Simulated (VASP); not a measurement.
# FeSi53 (a cell with a defect) in VASP: further runs

Runs on FeSi53 (a cell with a defect). Level: PBE. Tasks: single point.

Program: VASP 6.6.1. These are calculated values, not measurements. Logs are shortened: lines on timing, memory, paths and dates and some standing lists are left out, and cuts for length are marked.

## (1) The cell of the first run

The cell holds a defect, 54 atoms: a = 11.513 Å, b = 11.513 Å, c = 11.513 Å, α = 60.00°, β = 60.00°, γ = 60.00°.

## (2) Single point, PBE, collinear spin

Contents of INCAR:

```
PREC = Accurate
ENCUT = 520
EDIFF = 1E-6
ISMEAR = 0
SIGMA = 0.05
LREAL = Auto
LASPH = T
NELM = 150
ALGO = Normal
ISIF = 2
LWAVE = F
LCHARG = F
ISPIN = 2
MAGMOM = 0.2 0 0 0 0 0 0 0 0 0 0 0 0 0 0 0 0 0 0 0 0 0 0 0 0 0 0 0.2 0.2 0 0.2 0 0 0 0 0 0.2 0 0 0 0 0 0 0 0 0 0 0 0 0 0 0 0 0
LORBIT = 11
LMAXMIX = 4
GGA = PE
NBANDS = 147
```

Contents of KPOINTS:

```
regular mesh
0
Gamma
  1 1 1
```

Contents of POSCAR:

```
FeSi53
1.0
    0.0000000000      8.1406800000      8.1406800000
    8.1406800000      0.0000000000      8.1406800000
    8.1406800000      8.1406800000      0.0000000000
Fe Si
1 53
Direct
    0.2502953424      0.2499541772      0.2499213238
    0.2512574882      0.2508513223      0.5809475719
    0.2512205397      0.2508847356      0.9170060301
    0.2512462499      0.5809933159      0.2508172469
    0.2502654780      0.5832684591      0.5832371191
    0.2512405286      0.5810101670      0.9169460552
    0.2512246743      0.9170300439      0.2508465304
    0.2512327787      0.9169876711      0.5809598053
    0.2504806114      0.9165577911      0.9165013978
    0.5813559595      0.2508844632      0.2508555776
    0.5836362270      0.2499267690      0.5832588432
    0.5813192913      0.2508957948      0.9170067559
    0.5836340482      0.5832810567      0.2498918128
    0.5836441489      0.5832772444      0.5832169325
    0.5836390843      0.5832694317      0.9165587200
    0.5813184083      0.9170512216      0.2508339122
    0.5836454802      0.9165956566      0.5832194238
    0.5836301639      0.9166130791      0.9165746405
    0.9173643723      0.2508808642      0.2508423189
    0.9174051146      0.2508611422      0.5809359132
    0.9169098683      0.2501012985      0.9164922158
    0.9174106350      0.5809824250      0.2508120735
    0.9169751012      0.5832574264      0.5832086090
    0.9169560452      0.5832676061      0.9165682105
    0.9169118994      0.9165526569      0.2500427179
    0.9169537800      0.9166039983      0.5832294362
    0.9168967041      0.9165584291      0.9165147570
    0.1705042126      0.1701820431      0.1701572984
    0.1705582643      0.1701182151      0.4892398193
    0.1670966480      0.1667405668      0.8331045189
    0.1705610822      0.4892813557      0.1700933543
    0.1666876393      0.5001979150      0.5001653199
    0.1666688950      0.5002285206      0.8329512136
    0.1670959552      0.8331663020      0.1666822964
    0.1666632494      0.8329810410      0.5001863528
    0.1670838277      0.8331529742      0.8331151312
    0.4896161908      0.1701928013      0.1701573892
    0.5006017394      0.1663123217      0.5001980556
    0.5005658365      0.1663320838      0.8329772667
    0.5005922799      0.5002259900      0.1662763106
    0.5002806892      0.4999405416      0.4999041700
    0.5005832913      0.5002403252      0.8329214545
    0.5005654911      0.8330020691      0.1662900999
    0.5005792761      0.8329829425      0.5001771955
    0.5005772606      0.8331855010      0.8331344947
    0.8335089478      0.1667363563      0.1666769108
    0.8333466180      0.1663198636      0.5001876386
    0.8334777849      0.1667484393      0.8330873575
    0.8333497238      0.5002248084      0.1662832021
    0.8333579296      0.5002089344      0.5001562528
    0.8335486423      0.5001959675      0.8331263829
    0.8334823502      0.8331352392      0.1667011303
    0.8335548943      0.8331780115      0.5001371947
    0.8335444825      0.8331821260      0.8331451743
```

Potentials or basis: VASP PAW PBE potentials, release 64 (Fe, Si).

Started as:

```
$ cat potpaw_PBE.64/Fe/POTCAR potpaw_PBE.64/Si/POTCAR > POTCAR
$ mpirun -np 1 vasp_gam > vasp.out
```

OUTCAR:

```text
PREC = Accurate
   ENCUT = 520
   EDIFF = 1E-6
   ISMEAR = 0
   LREAL = Auto
   LASPH = T
   NELM = 150
   ISIF = 2
   ISPIN = 2
   LORBIT = 11
   GGA = PE

 ion  position               nearest neighbor table
   1  0.250  0.250  0.250-  29 2.25  37 2.25  31 2.25  28 2.25
   2  0.251  0.251  0.581-  38 2.34  32 2.34  30 2.37  29 2.38
   3  0.251  0.251  0.917-  33 2.34  39 2.34  30 2.37  28 2.38
   4  0.251  0.581  0.251-  40 2.34  32 2.34  34 2.37  31 2.38
   5  0.250  0.583  0.583-  35 2.35  33 2.35  32 2.35  41 2.35
   6  0.251  0.581  0.917-  42 2.34  33 2.34  36 2.37  31 2.38
[... 46 lines left out ...]
  53  0.834  0.833  0.500-  17 2.35  26 2.35  23 2.35  25 2.35
  54  0.834  0.833  0.833-  18 2.35  24 2.35  26 2.35  27 2.35

  LATTYP: Found a face centered cubic cell.
 ALAT       =    16.2813600000

  Lattice vectors:

 A1 = (   0.0000000000,   8.1406800000,   8.1406800000)
 A2 = (   8.1406800000,   0.0000000000,   8.1406800000)
 A3 = (   8.1406800000,   8.1406800000,   0.0000000000)

Analysis of symmetry for initial positions (statically):
=====================================================================
 Subroutine PRICEL returns:
 Original cell was already a primitive cell.

 Routine SETGRP: Setting up the symmetry group for a
 face centered cubic supercell.

 Subroutine GETGRP returns: Found  1 space group operations
 (whereof  1 operations were pure point group operations)
 out of a pool of 48 trial point group operations.

The static configuration has the point symmetry C_1 .

Analysis of symmetry for dynamics (positions and initial velocities):
=====================================================================
 Subroutine PRICEL returns:
 Original cell was already a primitive cell.

 Routine SETGRP: Setting up the symmetry group for a
 face centered cubic supercell.

 Subroutine GETGRP returns: Found  1 space group operations
 (whereof  1 operations were pure point group operations)
 out of a pool of 48 trial point group operations.

The dynamic configuration has the point symmetry C_1 .

Analysis of structural, dynamic, and magnetic symmetry:
=====================================================================
 Subroutine PRICEL returns:
 Original cell was already a primitive cell.

 Routine SETGRP: Setting up the symmetry group for a
 face centered cubic supercell.

 Subroutine GETGRP returns: Found  1 space group operations
 (whereof  1 operations were pure point group operations)
 out of a pool of 48 trial point group operations.

The overall configuration has the point symmetry C_1 .

 Subroutine INISYM returns: Found  1 space group operations
 (whereof  1 operations are pure point group operations),
 and found     1 'primitive' translations

----------------------------------------------------------------------------------------

                                     Primitive cell

  volume of cell :    1078.9766

  direct lattice vectors                    reciprocal lattice vectors
     0.000000000  8.140680000  8.140680000    -0.061419931  0.061419931  0.061419931
     8.140680000  0.000000000  8.140680000     0.061419931 -0.061419931  0.061419931
     8.140680000  8.140680000  0.000000000     0.061419931  0.061419931 -0.061419931

  length of vectors
    11.512660063 11.512660063 11.512660063     0.106382440  0.106382440  0.106382440

  position of ions in fractional coordinates (direct lattice)
     0.250295342  0.249954177  0.249921324
     0.251257488  0.250851322  0.580947572
     0.251220540  0.250884736  0.917006030
     0.251246250  0.580993316  0.250817247
     0.250265478  0.583268459  0.583237119
     0.251240529  0.581010167  0.916946055
[... 46 lines left out ...]
     0.833554894  0.833178012  0.500137195
     0.833544483  0.833182126  0.833145174

  ion indices of the primitive-cell ions
   primitive index   ion index
                 1           1
                 2           2
                 3           3
                 4           4
                 5           5
                 6           6
[... 46 lines left out ...]
                53          53
                54          54

----------------------------------------------------------------------------------------

 KPOINTS: regular mesh

Automatic generation of k-mesh.
 Grid dimensions read from file:
 generate k-points for:    1    1    1

 Generating k-lattice:

  Cartesian coordinates                     Fractional coordinates (reciprocal lattice)
    -0.061419931  0.061419931  0.061419931     1.000000000  0.000000000  0.000000000
     0.061419931 -0.061419931  0.061419931     0.000000000  1.000000000  0.000000000
     0.061419931  0.061419931 -0.061419931     0.000000000  0.000000000  1.000000000

  Length of vectors
     0.106382440  0.106382440  0.106382440

  Shift w.r.t. Gamma in fractional coordinates (k-lattice)
     0.000000000  0.000000000  0.000000000

 Subroutine IBZKPT returns following result:
[... 47 lines left out ...]
  Fermi-wavevector in a.u.,A,eV,Ry     =   0.963559  1.820863 12.632278  0.928446
  Thomas-Fermi vector in A             =   2.093115
   LORBIT       =     11    0 simple, 1 ext, 2 COOP (PROOUT), +10 PAW based schemes
   GGA     = PE    functional components
   LHFCALC =     F    Hartree Fock is set to
   AEXX    =    0.0000 exact exchange contribution
   IVDW    =     0    specifies the selected vdW correction
   LEPSILON=     F    determine dielectric tensor
   LRPA    =     F    only Hartree local field effects (RPA)
 spin polarized calculation
 Gauss-broadening in eV      SIGMA  =   0.05
  energy-cutoff  :      520.00
  volume of cell :     1078.98
 maximum number of plane-waves:     14562
 NGX is ok and might be reduce to    90
   NGX = 43   NGY = 43   NGZ = 43

 number of electron     220.0000013 magnetization       0.3133076

 number of electron     220.0000011 magnetization      -0.0000065

 Free energy of the ion-electron system (eV)
  ---------------------------------------------------
  ext. energy  EPLUGINS =         0.00000000
  ---------------------------------------------------
  free energy    TOTEN  =      -279.96196956 eV

  energy without entropy =     -279.96196956  energy(sigma->0) =     -279.96196956

 E-fermi :   5.9109     XC(G=0):  -9.3753

 val. band max:        5.6322403696   @ k =   0.0000   0.0000   0.0000
 cond. band min:       6.6187858901   @ k =   0.0000   0.0000   0.0000
 fundamental gap:      0.9865455205
 Fermi energy:         5.9109379769

 spin component 1

 k-point     1 :       0.0000    0.0000    0.0000
  band No.  band energies     occupation
      1      -6.0953      1.00000
      2      -4.7806      1.00000
      3      -4.7629      1.00000
      4      -4.7628      1.00000
      5      -4.7628      1.00000
      6      -4.7218      1.00000
[... 114 lines left out ...]
    121       7.3874      0.00000
    122       7.3875      0.00000
 Fermi energy:         5.9109379769

 spin component 2

 k-point     1 :       0.0000    0.0000    0.0000
  band No.  band energies     occupation
      1      -6.0953      1.00000
      2      -4.7806      1.00000
      3      -4.7629      1.00000
      4      -4.7628      1.00000
      5      -4.7628      1.00000
      6      -4.7218      1.00000
[... 114 lines left out ...]
    121       7.3874      0.00000
    122       7.3875      0.00000
 [bands above 122 left out]

------------------------ aborting loop because EDIFF is reached ----------------------------------------

  FORCE on cell =-STRESS in cart. coord.  units (eV):
  Direction    XX          YY          ZZ          XY          YZ          ZX
  --------------------------------------------------------------------------------------
  -------------------------------------------------------------------------------------
  Total       20.9130350     20.9144808     20.9142094     -0.0041307     -0.0008983     -0.0042173
  in kB       31.0538607     31.0560076     31.0556045     -0.0061336     -0.0013338     -0.0062622
  external PRESSURE =      31.0551576 kB  Pullay stress =       0.0000000 kB

 VOLUME and BASIS-vectors are now :
 -----------------------------------------------------------------------------
  energy-cutoff  :      520.00
  volume of cell :     1078.98
      direct lattice vectors                 reciprocal lattice vectors
     0.000000000  8.140680000  8.140680000    -0.061419931  0.061419931  0.061419931
     8.140680000  0.000000000  8.140680000     0.061419931 -0.061419931  0.061419931
     8.140680000  8.140680000  0.000000000     0.061419931  0.061419931 -0.061419931

 POSITION                                       TOTAL-FORCE (eV/Angst)
 -----------------------------------------------------------------------------------
      4.06933      4.07210      4.07237        -0.001775      0.000630      0.001283
      6.77141      6.77472      4.08751        -0.004127     -0.003605      0.000166
      9.50742      9.51016      4.08748         0.003012      0.004540     -0.000808
      6.77150      4.08714      6.77500        -0.003544      0.000131     -0.001996
      9.49615      6.78528      6.78553         0.000272     -0.000699     -0.000872
     12.19438      9.50983      6.77509         0.000478      0.005400     -0.003775
[... 46 lines left out ...]
     10.85409     10.85716     13.56834        -0.000313     -0.000167      0.000422
     13.56504     13.56799     13.56829         0.001064      0.000358      0.000346
 -----------------------------------------------------------------------------------
    total drift:                                0.030096     -0.033436     -0.041548

  FREE ENERGIE OF THE ION-ELECTRON SYSTEM (eV)
  ---------------------------------------------------
  free  energy   TOTEN  =      -279.9619695591 eV

  energy  without entropy=     -279.9619695591  energy(sigma->0) =     -279.96196956

 total charge

# of ion       s       p       d       tot
------------------------------------------
    1        0.486   0.368   6.584   7.437
    2        0.731   0.964   0.000   1.695
    3        0.731   0.964   0.000   1.695
    4        0.731   0.964   0.000   1.695
    5        0.720   0.983   0.000   1.703
    6        0.731   0.964   0.000   1.695
[... 46 lines left out ...]
   53        0.718   0.988   0.000   1.706
   54        0.718   0.988   0.000   1.706
--------------------------------------------------
tot         38.939  52.012   6.584  97.535

 magnetization (x)

# of ion       s       p       d       tot
------------------------------------------
    1        0.000   0.000   0.000   0.000
    2       -0.000  -0.000   0.000  -0.000
    3       -0.000  -0.000   0.000  -0.000
    4       -0.000  -0.000   0.000  -0.000
    5       -0.000  -0.000   0.000  -0.000
    6       -0.000  -0.000   0.000  -0.000
[... 46 lines left out ...]
   53        0.000  -0.000   0.000  -0.000
   54       -0.000  -0.000   0.000  -0.000
--------------------------------------------------
tot         -0.000  -0.000   0.000   0.000
```

Run time: 25 min. Hardware: 1 thread of Intel Xeon Platinum 8259CL at 2.50GHz (Skylake/Cascade Lake), shared host; peak memory 1.7 GiB.

What came out:

```
Free energy                                           : -279.9620 eV
Pressure                                              : 3.1 GPa
Largest force                                         : 0.026 eV/Å
Band gap on the k mesh                                : 0.99 eV
Net moment                                            : 0.00 μB per cell
Valence electrons inside the program's atomic spheres : Fe 7.44; Si 1.70, 1.71, 1.68, 1.69 (each value once)
```

Forces in eV/Å, atoms in the order of the input:
```
Fe  -0.002  0.001  0.001
Si  -0.004 -0.004  0.000
Si   0.003  0.005 -0.001
Si  -0.004  0.000 -0.002
Si   0.000 -0.001 -0.001
Si   0.000  0.005 -0.004
Si   0.004 -0.001  0.005
Si   0.000 -0.003  0.005
Si   0.001 -0.002 -0.002
Si  -0.003 -0.003 -0.003
Si   0.001 -0.001 -0.001
Si   0.002  0.002 -0.003
Si   0.001 -0.001  0.000
Si   0.000 -0.001 -0.001
Si   0.001 -0.001  0.000
Si   0.002 -0.002  0.003
Si   0.001  0.000 -0.001
Si   0.000 -0.001 -0.001
Si  -0.002  0.005  0.005
Si  -0.005  0.001  0.005
Si   0.000  0.000 -0.002
Si  -0.004  0.004  0.002
Si   0.002 -0.001 -0.001
Si   0.000 -0.002 -0.001
Si   0.000 -0.001  0.000
Si   0.001 -0.001 -0.002
Si   0.001  0.000  0.000
Si  -0.015 -0.015 -0.014
Si   0.016  0.013 -0.015
Si   0.000  0.000 -0.003
Si   0.015 -0.016  0.013
Si   0.000  0.000  0.000
Si   0.000  0.001  0.000
Si  -0.001 -0.002 -0.001
Si   0.000  0.001  0.001
Si   0.003 -0.001  0.000
Si  -0.016  0.014  0.015
Si   0.000  0.000  0.000
Si   0.000  0.000  0.000
Si   0.000  0.000  0.001
Si   0.000  0.000  0.000
Si   0.001  0.001  0.000
Si  -0.001  0.001  0.000
Si   0.000  0.001  0.000
Si   0.001 -0.001 -0.001
Si  -0.002  0.000  0.000
Si   0.000  0.000  0.001
Si   0.001  0.004  0.000
Si   0.000  0.000 -0.001
Si   0.000  0.001  0.000
Si   0.000  0.001 -0.001
Si   0.001  0.000  0.004
Si   0.000  0.000  0.000
Si   0.001  0.000  0.000
```

Caveat: the k points lie up to 0.67 Å⁻¹ apart.

## (3) Single point, PBE, collinear spin

Contents of INCAR:

```
PREC = Accurate
ENCUT = 520
EDIFF = 1E-7
ISMEAR = 0
SIGMA = 0.05
LREAL = Auto
LASPH = True
NELM = 150
ALGO = Normal
ISIF = 2
LWAVE = False
LCHARG = False
ISPIN = 2
MAGMOM = 0.2 0 0 0 0 0 0 0 0 0 0 0 0 0 0 0 0 0 0 0 0 0 0 0 0 0 0 0.2 0.2 0 0.2 0 0 0 0 0 0.2 0 0 0 0 0 0 0 0 0 0 0 0 0 0 0 0 0
LORBIT = 11
LMAXMIX = 4
GGA = PE
NELECT = 219.0
NBANDS = 147
```

Contents of KPOINTS:

```
Automatic mesh
0
Gamma
  1 1 1
```

POSCAR is that of step 2.

Potentials or basis: VASP PAW PBE potentials, release 64 (Fe, Si).

Started as:

```
$ cat potpaw_PBE.64/Fe/POTCAR potpaw_PBE.64/Si/POTCAR > POTCAR
$ mpirun -np 1 vasp_gam > vasp.out
```

Wall time 25 min (1 thread of Intel Xeon Platinum 8259CL at 2.50GHz (Skylake/Cascade Lake), shared host); peak memory 1.7 GiB.

Results (log left out):

```
Free energy                                           : -285.6395 eV
Largest force                                         : 0.073 eV/Å
Net moment                                            : 0.00 μB per cell
Valence electrons inside the program's atomic spheres : Fe 7.43; Si 1.69, 1.70, 1.67, 1.68 (each value once)
```

Forces in eV/Å, atoms in the order of the input:
```
Fe  -0.002  0.001  0.001
Si  -0.004 -0.003 -0.066
Si   0.003  0.004 -0.067
Si  -0.003 -0.066 -0.002
Si   0.029 -0.030 -0.030
Si   0.067  0.005 -0.003
Si   0.003 -0.067  0.005
Si   0.066 -0.003  0.005
Si   0.022 -0.022 -0.023
Si  -0.069 -0.003 -0.002
Si  -0.028  0.029 -0.030
Si   0.002  0.069 -0.003
Si  -0.028 -0.030  0.029
Si   0.029  0.029  0.028
Si   0.001 -0.001 -0.002
Si   0.002 -0.002  0.069
Si   0.001 -0.002 -0.001
Si   0.002 -0.001 -0.001
Si  -0.068  0.005  0.004
Si  -0.005  0.068  0.005
Si  -0.020  0.021 -0.022
Si  -0.004  0.004  0.068
Si   0.000 -0.001 -0.001
Si   0.001  0.000 -0.001
Si  -0.020 -0.022  0.020
Si   0.001  0.000  0.000
Si   0.022  0.021  0.021
Si  -0.041 -0.041 -0.040
Si   0.042  0.039 -0.041
Si   0.000  0.000  0.072
Si   0.040 -0.042  0.039
Si  -0.021  0.033  0.034
Si  -0.034  0.021  0.033
Si  -0.001  0.073 -0.001
Si  -0.033  0.034  0.021
Si  -0.072 -0.001  0.000
Si  -0.042  0.040  0.041
Si   0.033 -0.021  0.033
Si   0.020 -0.034  0.034
Si   0.033  0.033 -0.020
Si   0.000  0.000  0.000
Si  -0.033 -0.032 -0.021
Si   0.020  0.034 -0.033
Si  -0.033 -0.020 -0.033
Si   0.006 -0.007 -0.007
Si   0.073  0.000  0.000
Si   0.033 -0.034  0.021
Si   0.000 -0.071  0.000
Si   0.034  0.021 -0.034
Si  -0.021 -0.033 -0.034
Si  -0.006  0.006 -0.006
Si   0.000 -0.001 -0.071
Si  -0.006 -0.006  0.006
Si   0.006  0.005  0.006
```

Levels at points of the mesh, in eV from the Fermi level:
Spin up:
| k point | band 106 | band 107 | band 108 | band 109 | band 110 | band 111 | band 112 | band 113 | band 114 | band 115 |
| --- | --- | --- | --- | --- | --- | --- | --- | --- | --- | --- |
| (0.00, 0.00, 0.00) | -0.32 | -0.32 | -0.03 | -0.03 | -0.03 | 0.98 | 0.98 | 0.98 | 0.98 | 1.00 |
Spin down:
```
           k point  band 108  band 109  band 110  band 111  band 112  band 113
(0.00, 0.00, 0.00)     -0.03     -0.03     -0.03      0.98      0.98      0.98
```

Caveat: the k points lie up to 0.67 Å⁻¹ apart; the cell carries a net charge on a neutralising background, which shifts energy and pressure; the cell is charged against a uniform background, so pressure and absolute levels hang on convention.
